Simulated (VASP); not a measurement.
# KCl (R-3m) in VASP: notebook

The runs below take KCl through single point, with PBEsol.

Everything below comes from runs of VASP 6.6.1. Logs are shortened: lines on timing, memory, paths and dates and some standing lists are left out, and cuts for length are marked.

## (1) The cell of the first run

Symmetry: R-3m, No. 166, trigonal system. Conventional cell: a = 4.508 Å, b = 4.508 Å, c = 10.714 Å, α = 90.00°, β = 90.00°, γ = 120.00°. Within 4.2 Å of K (site symmetry -3m) lie 6 Cl at 3.16 Å. Cl (site symmetry -3m) has 6 K at 3.16 Å within 4.2 Å.

## (2) Single point, PBEsol (equal xy, yz and zx shear strains of -2 %)

INCAR

```
SYSTEM = KCl
PREC = Accurate
ENCUT = 520
EDIFF = 1E-7
ISMEAR = -1
SIGMA = 0.03
LREAL = .FALSE.
LASPH = .TRUE.
NELM = 60
ALGO = Normal
ISIF = 2
LWAVE = .FALSE.
LCHARG = .FALSE.
GGA = PS
NBANDS = 15
```

KPOINTS

```
regular mesh
0
G
  7 7 7
  0 0 0
```

POSCAR

```
KCl
1.0
   -0.0631220000      3.1245390000      3.1245390000
    3.1245390000     -0.0631220000      3.1245390000
    3.1245390000      3.1245390000     -0.0631220000
K Cl
1 1
Direct
    0.0000000000      0.0000000000      0.0000000000
    0.5000000000      0.5000000000      0.5000000000
```

Potentials or basis: VASP PAW PBE potentials, release 64 (K_sv, Cl).

Launch:

```
$ cat potpaw_PBE.64/K_sv/POTCAR potpaw_PBE.64/Cl/POTCAR > POTCAR
$ mpirun -np 1 vasp_std > vasp.out
```

OUTCAR:

```text
SYSTEM = KCl
   PREC = Accurate
   ENCUT = 520
   EDIFF = 1E-7
   ISMEAR = -1
   LREAL = .FALSE.
   LASPH = .TRUE.
   NELM = 60
   ISIF = 2
   GGA = PS

 ion  position               nearest neighbor table
   1  0.000  0.000  0.000-   2 3.16   2 3.16   2 3.16   2 3.16   2 3.16   2 3.16
   2  0.500  0.500  0.500-   1 3.16   1 3.16   1 3.16   1 3.16   1 3.16   1 3.16

  LATTYP: Found a trigonal (rhomboedric) cell.
 ALAT       =     4.4192162554
 COS(alpha) =     0.4797000918

  Lattice vectors:

 A1 = (  -0.0631220000,   3.1245390000,   3.1245390000)
 A2 = (   3.1245390000,  -0.0631220000,   3.1245390000)
 A3 = (   3.1245390000,   3.1245390000,  -0.0631220000)

Analysis of symmetry for initial positions (statically):
=====================================================================
 Subroutine PRICEL returns:
 Original cell was already a primitive cell.

 Routine SETGRP: Setting up the symmetry group for a
 trigonal (rhombohedral) supercell.

 Subroutine GETGRP returns: Found 12 space group operations
 (whereof 12 operations were pure point group operations)
 out of a pool of 12 trial point group operations.

The static configuration has the point symmetry D_3d.

Analysis of symmetry for dynamics (positions and initial velocities):
=====================================================================
 Subroutine PRICEL returns:
 Original cell was already a primitive cell.

 Routine SETGRP: Setting up the symmetry group for a
 trigonal (rhombohedral) supercell.

 Subroutine GETGRP returns: Found 12 space group operations
 (whereof 12 operations were pure point group operations)
 out of a pool of 12 trial point group operations.

The dynamic configuration has the point symmetry D_3d.

 Subroutine INISYM returns: Found 12 space group operations
 (whereof 12 operations are pure point group operations),
 and found     1 'primitive' translations

----------------------------------------------------------------------------------------

                                     Primitive cell

  volume of cell :      62.8566

  direct lattice vectors                    reciprocal lattice vectors
    -0.063122000  3.124539000  3.124539000    -0.155254263  0.158455382  0.158455382
     3.124539000 -0.063122000  3.124539000     0.158455382 -0.155254263  0.158455382
     3.124539000  3.124539000 -0.063122000     0.158455382  0.158455382 -0.155254263

  length of vectors
     4.419216255  4.419216255  4.419216255     0.272617135  0.272617135  0.272617135

  position of ions in fractional coordinates (direct lattice)
     0.000000000  0.000000000  0.000000000
     0.500000000  0.500000000  0.500000000

  ion indices of the primitive-cell ions
   primitive index   ion index
                 1           1
                 2           2

----------------------------------------------------------------------------------------

 KPOINTS: regular mesh

Automatic generation of k-mesh.
 Grid dimensions read from file:
 generate k-points for:    7    7    7

 Generating k-lattice:

  Cartesian coordinates                     Fractional coordinates (reciprocal lattice)
    -0.022179180  0.022636483  0.022636483     0.142857143  0.000000000 -0.000000000
     0.022636483 -0.022179180  0.022636483     0.000000000  0.142857143 -0.000000000
     0.022636483  0.022636483 -0.022179180     0.000000000  0.000000000  0.142857143

  Length of vectors
     0.038945305  0.038945305  0.038945305

  Shift w.r.t. Gamma in fractional coordinates (k-lattice)
     0.000000000  0.000000000  0.000000000

 Subroutine IBZKPT returns following result:
 ===========================================

 Found     44 irreducible k-points:

 Following reciprocal coordinates:
            Coordinates               Weight
  0.000000  0.000000  0.000000      1.000000
  0.142857  0.000000 -0.000000      6.000000
  0.285714 -0.000000 -0.000000      6.000000
  0.428571  0.000000 -0.000000      6.000000
  0.142857  0.142857  0.000000      6.000000
  0.285714  0.142857  0.000000     12.000000
[... 16 lines left out ...]
  0.285714  0.285714  0.142857      6.000000
  0.428571  0.285714  0.142857     12.000000
 [... further k-points ...]
   k-points           NKPTS =     44   k-points in BZ     NKDIM =     44   number of bands    NBANDS=     15
   number of dos      NEDOS =    301   number of ions     NIONS =      2
   total plane-waves  NPLWV =  46656
   dimension x,y,z NGX =    36 NGY =   36 NGZ =   36
   dimension x,y,z NGXF=    72 NGYF=   72 NGZF=   72
   ions per type =               1   1
   NGX,Y,Z   is equivalent  to a cutoff of  13.54, 13.54, 13.54 a.u.
   NGXF,Y,Z  is equivalent  to a cutoff of  27.09, 27.09, 27.09 a.u.
 SYSTEM =  KCl
   PREC   = accura    normal or accurate (medium, high low for compatibility)
   ISTART =      0    job   : 0-new  1-cont  2-samecut
   ICHARG =      2    charge: 1-file 2-atom 10-const
   ISPIN  =      1    spin polarized calculation?
   LNONCOLLINEAR =      F non collinear calculations
   LSORBIT =      F    spin-orbit coupling
   LASPH  =      T    aspherical Exc in radial PAW
   ENCUT  =  520.0 eV  38.22 Ry    6.18 a.u.   8.22  8.22  8.22*2*pi/ulx,y,z
   NELM   =     60;   NELMIN=  2; NELMDL= -5     # of ELM steps
   EDIFF  = 0.1E-06   stopping-criterion for ELM
   LREAL  =      F    real-space projection
   EDIFFG = 0.1E-05   stopping-criterion for IOM
   NSW    =      0    number of steps for IOM
   IBRION =     -1    ionic relax: 0-MD 1-quasi-New 2-CG
   NFREE  =      0    steps in history (QN), initial steepest desc. (CG)
   ISIF   =      2    stress and relaxation
   ISYM   =      2    0-nonsym 1-usesym 2-fastsym
   POTIM  = 0.5000    time-step for ionic-motion
   TEBEG  =    0.0;   TEEND  =   0.0 temperature during run
   PSTRESS=    0.0 pullay stress
   NELECT =      16.0000    total number of electrons
   NUPDOWN=      -1.0000    fix difference up-down
   EMIN   =  10.00;   EMAX   =-10.00  energy-range for DOS
   EFERMI =   0.00;   METHOD = LEGACY
   ISMEAR =    -1;   SIGMA  =   0.03  broadening in eV -4-tet -1-fermi 0-gaus
   EFERMI_NEDOS =   21; number of points for ismear=-14 and -15
   IALGO  =     38    algorithm
   IMIX   =      4    mixing-type and parameters
     AMIX     =   0.40;   BMIX     =  1.00
     AMIX_MAG =   1.60;   BMIX_MAG =  1.00
  volume/ion in A,a.u.               =      31.43       212.09
  Fermi-wavevector in a.u.,A,eV,Ry     =   1.037523  1.960634 14.646050  1.076454
  Thomas-Fermi vector in A             =   2.171965
   LORBIT       =      0    0 simple, 1 ext, 2 COOP (PROOUT), +10 PAW based schemes
   GGA     = PS    functional components
   LHFCALC =     F    Hartree Fock is set to
   AEXX    =    0.0000 exact exchange contribution
   IVDW    =     0    specifies the selected vdW correction
   LEPSILON=     F    determine dielectric tensor
   LRPA    =     F    only Hartree local field effects (RPA)
 non-spin polarized calculation
  energy-cutoff  :      520.00
  volume of cell :       62.86
 maximum number of plane-waves:      1717
 NGX is ok and might be reduce to    36
   NGX = 17   NGY = 17   NGZ = 17

 number of electron      16.0000000 magnetization

 Free energy of the ion-electron system (eV)
  ---------------------------------------------------
  ext. energy  EPLUGINS =         0.00000000
  ---------------------------------------------------
  free energy    TOTEN  =        -7.01914482 eV

  energy without entropy =       -7.01914482  energy(sigma->0) =       -7.01914482

 E-fermi :  -1.2940     XC(G=0):  -7.6821

 val. band max:       -1.9011789001   @ k =   0.0000   0.0000   0.0000
 cond. band min:       3.0527856066   @ k =   0.0000   0.0000   0.0000
 fundamental gap:      4.9539645068
 Fermi energy:        -1.2939798300

 k-point     1 :       0.0000    0.0000    0.0000
  band No.  band energies     occupation
      1     -29.0090      2.00000
      2     -14.0194      2.00000
      3     -12.5357      2.00000
      4     -12.5343      2.00000
      5     -12.5343      2.00000
      6      -1.9559      2.00000
      7      -1.9559      2.00000
      8      -1.9012      2.00000
      9       3.0528      0.00000
     10       6.2664      0.00000
     11       6.2664      0.00000
     12       6.5285      0.00000
     13       7.2361      0.00000
     14       7.2361      0.00000
     15      10.7818      0.00000

 k-point     2 :       0.1429    0.0000   -0.0000
  band No.  band energies     occupation
      1     -29.0070      2.00000
      2     -14.0580      2.00000
      3     -12.5377      2.00000
      4     -12.5354      2.00000
      5     -12.4857      2.00000
      6      -2.1946      2.00000
      7      -2.0196      2.00000
      8      -1.9698      2.00000
      9       3.5304      0.00000
     10       6.1518      0.00000
     11       6.5169      0.00000
     12       6.7539      0.00000
     13       7.5036      0.00000
     14       7.5158      0.00000
     15      11.5035      0.00000

 k-point     3 :       0.2857   -0.0000   -0.0000
  band No.  band energies     occupation
      1     -29.0027      2.00000
      2     -14.1370      2.00000
      3     -12.5427      2.00000
      4     -12.5380      2.00000
      5     -12.3833      2.00000
      6      -2.6550      2.00000
      7      -2.1565      2.00000
      8      -2.1053      2.00000
      9       4.5763      0.00000
     10       6.1026      0.00000
     11       7.2159      0.00000
     12       7.4492      0.00000
     13       8.2184      0.00000
     14       8.2638      0.00000
     15      11.1764      0.00000
[... 343 lines left out ...]
 k-point    23 :       0.2857    0.2857    0.1429
  band No.  band energies     occupation
      1     -29.0023      2.00000
      2     -14.0890      2.00000
      3     -12.5547      2.00000
      4     -12.5482      2.00000
      5     -12.4368      2.00000
      6      -2.5638      2.00000
      7      -2.1200      2.00000
      8      -2.1143      2.00000
      9       4.4807      0.00000
     10       5.6158      0.00000
     11       7.4609      0.00000
     12       7.5081      0.00000
     13       7.8090      0.00000
     14       8.3608      0.00000
     15      11.2950      0.00000

 k-point    24 :       0.4286    0.2857    0.1429
  band No.  band energies     occupation
      1     -28.9991      2.00000
      2     -14.0893      2.00000
      3     -12.5827      2.00000
      4     -12.5517      2.00000
      5     -12.4292      2.00000
      6      -2.7040      2.00000
      7      -2.2307      2.00000
      8      -2.1721      2.00000
      9       5.2503      0.00000
     10       5.4604      0.00000
     11       7.9909      0.00000
     12       8.0013      0.00000
     13       8.4338      0.00000
     14       8.7711      0.00000
     15      10.0952      0.00000

 [... further k-points ...]

------------------------ aborting loop because EDIFF is reached ----------------------------------------

  FORCE on cell =-STRESS in cart. coord.  units (eV):
  Direction    XX          YY          ZZ          XY          YZ          ZX
  --------------------------------------------------------------------------------------
  -------------------------------------------------------------------------------------
  Total       -0.2061033     -0.2061033     -0.2061033      0.0491538      0.0491538      0.0491538
  in kB       -5.2534493     -5.2534493     -5.2534493      1.2528995      1.2528995      1.2528995
  external PRESSURE =      -5.2534493 kB  Pullay stress =       0.0000000 kB

 VOLUME and BASIS-vectors are now :
 -----------------------------------------------------------------------------
  energy-cutoff  :      520.00
  volume of cell :       62.86
      direct lattice vectors                 reciprocal lattice vectors
    -0.063122000  3.124539000  3.124539000    -0.155254263  0.158455382  0.158455382
     3.124539000 -0.063122000  3.124539000     0.158455382 -0.155254263  0.158455382
     3.124539000  3.124539000 -0.063122000     0.158455382  0.158455382 -0.155254263

 POSITION                                       TOTAL-FORCE (eV/Angst)
 -----------------------------------------------------------------------------------
      0.00000      0.00000      0.00000        -0.000000     -0.000000     -0.000000
      3.09298      3.09298      3.09298         0.000000      0.000000      0.000000
 -----------------------------------------------------------------------------------
    total drift:                                0.000000      0.000000      0.000000

  FREE ENERGIE OF THE ION-ELECTRON SYSTEM (eV)
  ---------------------------------------------------
  free  energy   TOTEN  =        -7.0191448166 eV

  energy  without entropy=       -7.0191448166  energy(sigma->0) =       -7.01914482
```

Wall time 67 s (1 thread of Intel Xeon 8259CL, shared host); peak memory 0.22 GiB.

What came out:

```yaml
Free_energy: -7.0191 eV
Pressure: -0.5 GPa
Band_gap_on_the_k_mesh: 4.95 eV
```

Levels at points of the mesh, in eV from the valence-band top:
| k point | band 4 | band 5 | band 6 | band 7 | band 8 | band 9 | band 10 | band 11 | band 12 | band 13 |
| --- | --- | --- | --- | --- | --- | --- | --- | --- | --- | --- |
| (0.00, 0.00, 0.00) | -10.63 | -10.63 | -0.05 | -0.05 | 0.00 | 4.95 | 8.17 | 8.17 | 8.43 | 9.14 |

Caveat: the cell differs from its parent crystal (equal xy, yz and zx shear strains of -2 %); the PAW data sets were made with another functional, which shifts forces and pressure a little; an odd mesh through Γ misses points on the zone boundary, where band edges can lie.

## (3) Single point, PBEsol (equal xy, yz and zx shear strains of -1 %)

INCAR

```
  ALGO = Normal
  EDIFF = 1E-7
  ENCUT = 520
  GGA = PS
  ISIF = 2
  ISMEAR = -1
  LASPH = T
  LCHARG = T
  LELF = T
  LREAL = F
  LVHAR = T
  LWAVE = F
  NBANDS = 15
  NELM = 60
  PREC = Accurate
  SIGMA = 0.03
```

KPOINTS

```
k-points
0
Gamma
  7 7 7
```

POSCAR

```
KCl
1.0
   -0.0315610000      3.1403195000      3.1403195000
    3.1403195000     -0.0315610000      3.1403195000
    3.1403195000      3.1403195000     -0.0315610000
K Cl
1 1
Direct
    0.0000000000      0.0000000000      0.0000000000
    0.5000000000      0.5000000000      0.5000000000
```

Potentials or basis: VASP PAW PBE potentials, release 64 (K_sv, Cl).

Launch:

```
$ cat potpaw_PBE.64/K_sv/POTCAR potpaw_PBE.64/Cl/POTCAR > POTCAR
$ mpirun -np 1 vasp_std > vasp.out
```

Run time: 86 s. Hardware: 1 thread of Intel Xeon 8259CL, shared host; peak memory 0.22 GiB.

It converged, with:

- Free energy: -7.0202 eV
- Pressure: -0.5 GPa
- Band gap on the k mesh: 4.97 eV

Stress tensor (GPa, compression positive):
```
-0.52  0.06  0.06
 0.06 -0.52  0.06
 0.06  0.06 -0.52
```

Levels at points of the mesh, in eV from the valence-band top:
| k point | band 4 | band 5 | band 6 | band 7 | band 8 | band 9 | band 10 | band 11 | band 12 | band 13 |
| --- | --- | --- | --- | --- | --- | --- | --- | --- | --- | --- |
| (0.00, 0.00, 0.00) | -10.61 | -10.61 | -0.03 | -0.03 | 0.00 | 4.97 | 8.23 | 8.23 | 8.36 | 9.15 |

Caveat: the cell differs from its parent crystal (equal xy, yz and zx shear strains of -1 %); the PAW data sets were made with another functional, which shifts forces and pressure a little; an odd mesh through Γ misses points on the zone boundary, where band edges can lie.
